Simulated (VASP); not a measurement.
Crystal: Te.

```
Te
1.0
     2.74610   -4.65414    0.00000
     2.74610    4.65414    0.00000
     0.00000    0.00000    5.49951
Te
4
Cartesian
  2.7461 3.2346 0.4317
  2.7461 -1.4195 2.3180
  2.7461 -3.2346 5.0678
  2.7461 1.4195 3.1815
```

```yaml
Program: VASP 6.6.1
Task: relaxation of cell and atoms
Functional: PBE
Potentials_or_basis: VASP PAW PBE potentials, release 64 (Te)
Cutoff: 500 eV
k_mesh: 4 × 4 × 4
Occupations: gaussian, width 0.1 eV
Spin: no spin polarisation
```

At the start: pressure -0.0 GPa; volume 35.14 Å³/atom.

Task: Where does the relaxation end?

Result: Over 46 steps the energy falls by 149.3 meV/atom and the volume is 37.04 Å³/atom (+5.4 %); space group Cmce (No. 64, to 0.1 Å) before and after.

The path:
```csv
step,energy change (eV),largest force (eV/Å),pressure (GPa),volume (Å³)
1,0.0000,0.5159,0.00,140.58
3,-0.1662,0.0881,0.82,140.28
5,-0.2112,0.1311,-0.76,148.11
7,-0.2382,0.1105,-0.50,148.28
9,-0.2651,0.1816,0.48,154.16
11,-0.3327,0.0180,0.55,155.14
13,-0.3438,0.0806,-0.10,161.42
15,-0.3489,0.1203,0.03,161.21
17,-0.3903,0.4152,0.19,165.11
19,-0.3993,0.5736,0.18,167.19
21,-0.4028,0.5552,0.09,167.61
23,-0.4135,0.4660,-0.34,169.48
25,-0.4160,0.4038,-0.61,170.63
27,-0.4346,0.3058,-0.71,169.51
29,-0.4803,0.2059,-1.00,164.55
31,-0.4961,0.2369,-0.68,161.01
33,-0.5107,0.1639,0.31,155.48
35,-0.5325,0.1767,0.38,155.41
37,-0.5577,0.2725,0.22,155.74
39,-0.5715,0.0501,-0.51,156.72
41,-0.5876,0.0968,-0.39,151.19
43,-0.5904,0.0744,0.05,149.53
45,-0.5942,0.0526,0.02,148.98
46,-0.5970,0.0373,0.00,148.14
```

Final structure:
```
Te
1.0
     2.52335   -3.71422    0.00000
     2.52335    3.71422    0.00000
     0.00000    0.00000    7.90320
Te
4
Direct
  0.13978 0.86022 0.10802
  0.63978 0.36022 0.39198
  0.86022 0.13978 0.89198
  0.36022 0.63978 0.60802
```

Caveat: a cell axis changed by over 15 % at a fixed basis, so the end point is rough.
